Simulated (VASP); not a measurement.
Wanted: the native input for a VASP 6.6.1 run.

- Task: single point
- Functional: PBEsol
- Potentials or basis: VASP PAW PBE potentials, release 64 (Ni, Al)
- Cutoff: 520 eV
- k mesh: 10 × 10 × 1
- Occupations: gaussian, width 0.1 eV
- Spin: no spin polarisation
- Dipole correction: yes
- Further INCAR settings: ALGO = Normal; EDIFF = 1e-07; NBANDS = 28

The structure of AlNi lies in POSCAR:

```
AlNi
1.0
    2.8621655520      0.0000000000      0.0000000000
    0.0000000000      2.8621655520      0.0000000000
    0.0000000000      0.0000000000     24.1554138800
Ni Al
3 3
Direct
    0.5000000000      0.5000000000      0.3518879884
    0.5000000000      0.5000000000      0.4703775977
    0.5000000000      0.5000000000      0.5913243607
    0.0000000000      0.0000000000      0.4111327931
    0.0000000000      0.0000000000      0.5297547601
    0.0000000000      0.0000000000      0.6469358377
```

These files were run (other wordings do the same):

INCAR

```
SYSTEM = AlNi
PREC = Accurate
ENCUT = 520
EDIFF = 1E-7
ISMEAR = 0
SIGMA = 0.1
LREAL = .False.
LASPH = .True.
NELM = 80
ALGO = Normal
ISIF = 2
LWAVE = .False.
LCHARG = .True.
LDIPOL = .True.
IDIPOL = 3
DIPOL = 0.5 0.5 0.500
GGA = PS
LELF = .True.
LVHAR = .True.
LVACPOTAV = .True.
NBANDS = 28
```

KPOINTS

```
Automatic mesh
0
Gamma
  10 10 1
  0 0 0
```

Potentials or basis: VASP PAW PBE potentials, release 64 (Ni, Al).

The run is started by

```sh
$ cat potpaw_PBE.64/Ni/POTCAR potpaw_PBE.64/Al/POTCAR > POTCAR
$ mpirun -np 1 vasp_std > vasp.out
```

It gave:

```yaml
Largest_force: 0.976 eV/Å
Band_gap_on_the_k_mesh: zero (an odd number of electrons rules out a gap without spin polarisation)
```

Caveat: the PAW data sets were made with another functional, which shifts forces and pressure a little.

It took 2.3 min on 1 thread of Intel(R) Xeon(R) 6975P-C (Granite Rapids), with other jobs on the host, peak memory 0.35 GiB.
